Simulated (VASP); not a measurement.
**Yb: single point with BLYP**

Crystal: Yb.

```
Yb
1.0
     0.00000    2.54011    2.54011
     2.54011    0.00000    2.54011
     2.54011    2.54011    0.00000
Yb
1
Cartesian
  0.0000 0.0000 0.0000
```

* Program: VASP 6.6.1
* Task: single point
* Functional: BLYP
* Potentials or basis: VASP PAW PBE potentials, release 64 (Yb)
* Cutoff: 520 eV
* k mesh: 17 × 17 × 17
* Occupations: fermi-dirac, width 0.05 eV
* Spin: collinear spin, ferromagnetic start
* Starting moments: [1.0] μB
* Dipole correction: no
* Further INCAR settings: ALGO = Normal; EDIFF = 1e-07; NBANDS = 22

The pressure is 1.9 GPa and the band gap on the k mesh is zero (filled and empty bands overlap). The net moment is 0.00 μB per cell. The valence electrons inside the program's atomic spheres are Yb 22.14.

Levels at points of the mesh, in eV from the Fermi level:
Spin up:
| k point | band 9 | band 10 | band 11 | band 12 | band 13 | band 14 | band 15 | band 16 |
| --- | --- | --- | --- | --- | --- | --- | --- | --- |
| (0.00, 0.00, 0.00) | -0.45 | -0.34 | -0.34 | -0.34 | 2.78 | 2.78 | 2.78 | 5.04 |
Spin down:
| k point | band 8 | band 9 | band 10 | band 11 | band 12 | band 13 | band 14 | band 15 | band 16 | band 17 |
| --- | --- | --- | --- | --- | --- | --- | --- | --- | --- | --- |
| (0.00, 0.00, 0.00) | -0.45 | -0.45 | -0.34 | -0.34 | -0.34 | 2.78 | 2.78 | 2.78 | 5.04 | 5.04 |

It took 5.1 min on 1 thread of Intel(R) Xeon(R) 6975P-C (Granite Rapids), with other jobs on the host, peak memory 0.34 GiB.

Caveat: the PAW data sets were made with another functional, which shifts forces and pressure a little; spin-orbit coupling is left out, which moves the levels of the heavy elements. The state reached can hang on the start; a lower one may exist.
